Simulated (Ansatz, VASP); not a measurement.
**SnTeS4: VASP beside Ansatz**

Contents of INCAR:

```
  PREC = Accurate
  ENCUT = 520
  EDIFF = 1E-7
  ISMEAR = 0
  SIGMA = 0.02
  LREAL = False
  LASPH = True
  NELM = 100
  ALGO = Normal
  ISIF = 2
  LWAVE = False
  LCHARG = False
  GGA = PE
  NBANDS = 31
```

The input KPOINTS:

```
Automatic mesh
0
Gamma
  12 12 2
```

The input POSCAR:

```
SnTeS4
1.0
    3.7627355566      0.0000000000      0.0000000000
   -1.8813677783      3.2586245798      0.0000000000
    0.0000000000      0.0000000000     13.7782531475
Sn Te S
1 1 4
Direct
    0.0000000000      0.0000000000      0.5000000000
    0.0000000000      0.0000000000      0.0000000000
    0.6666666667      0.3333333333      0.8857648065
    0.6666666667      0.3333333333      0.3941983516
    0.3333333333      0.6666666667      0.6058016484
    0.3333333333      0.6666666667      0.1142351935
```

Input for Ansatz:

```yaml
crystal:
  lattice:
    - [3.7627355566, 0.0, 0.0]
    - [-1.8813677783, 3.2586245798, 0.0]
    - [0.0, 0.0, 13.7782531475]
  atoms:
    - { symbol: Sn, position: [0.0, 0.0, 0.5] }
    - { symbol: Te, position: [0.0, 0.0, 0.0] }
    - { symbol: S, position: [0.6666666667, 0.3333333333, 0.8857648065] }
    - { symbol: S, position: [0.6666666667, 0.3333333333, 0.3941983516] }
    - { symbol: S, position: [0.3333333333, 0.6666666667, 0.6058016484] }
    - { symbol: S, position: [0.3333333333, 0.6666666667, 0.1142351935] }
basis:
  ecutwfc: 420
kpoints:
  mp_grid: { grid: [12, 12, 2] }
hamiltonian:
  xc: pbe
scf:
  occupations: { method: gaussian, width: 0.02 }
output:
  forces: false
  stress: false
  eigenvalues: true
  eigenstates:
    kpoints:
      - [-0.104167, 0.205729, 0.497396]
      - [-0.092189841, 0.19974042, 0.497396]
      - [-0.116144159, 0.21171758, 0.497396]
      - [-0.104167, 0.216101524, 0.497396]
      - [-0.104167, 0.195356476, 0.497396]
      - [-0.104167, 0.205729, 0.541253542]
      - [-0.104167, 0.205729, 0.453538458]
      - [-0.095697869, 0.208828917, 0.497396]
      - [-0.112636131, 0.202629083, 0.497396]
      - [-0.095697869, 0.201494435, 0.528407965]
      - [-0.112636131, 0.209963565, 0.466384035]
      - [-0.104167, 0.213063482, 0.528407965]
      - [-0.104167, 0.198394518, 0.466384035]
      - [-0.097251984, 0.208260072, 0.522717164]
      - [-0.111082016, 0.203197928, 0.472074836]
      - [0.0, 0.5, 0.5]
      - [0.011977159, 0.49401142, 0.5]
      - [-0.011977159, 0.50598858, 0.5]
      - [0.0, 0.510372524, 0.5]
      - [0.0, 0.489627476, 0.5]
      - [0.0, 0.5, 0.543857542]
      - [0.0, 0.5, 0.456142458]
      - [0.008469131, 0.503099917, 0.5]
      - [-0.008469131, 0.496900083, 0.5]
      - [0.008469131, 0.495765435, 0.531011965]
      - [-0.008469131, 0.504234565, 0.468988035]
      - [0.0, 0.507334482, 0.531011965]
      - [0.0, 0.492665518, 0.468988035]
      - [0.006915016, 0.502531072, 0.525321164]
      - [-0.006915016, 0.497468928, 0.474678836]
    e_range: [-2.115573, 2.115573]
checkpoint:
  read: start.run
  write: ck
  compress: false
  write_wavefunctions: false
  write_every: 100000
```

Alike in both runs: task single point; functional PBE; k mesh 12 × 12 × 2; occupations gaussian, width 0.02 eV; no spin polarisation.

|  | VASP | Ansatz |
| --- | --- | --- |
| version | VASP 6.6.1 | Ansatz 0.2.0 |
| potentials or method | VASP PAW PBE potentials, release 64 (Sn_d, Te, S), cutoff 520 eV | scalar-relativistic, plane waves, PAW |
| valence electrons in the cell | 44 | 54 |

VASP gave:

| Quantity | Value |
| --- | --- |
| gap on the k mesh at the Fermi level (eV) | 0.64 |
| least direct gap on the mesh (eV) | 1.30 |

Q: Estimate Ansatz's values.

A: gap on the k mesh at the Fermi level (eV): 0.64; least direct gap on the mesh (eV): 1.29.

VASP's potentials hold 44 valence electrons a cell and Ansatz's 54, so a difference there can come from the potentials and not from the codes.

Spin-orbit coupling is off throughout.
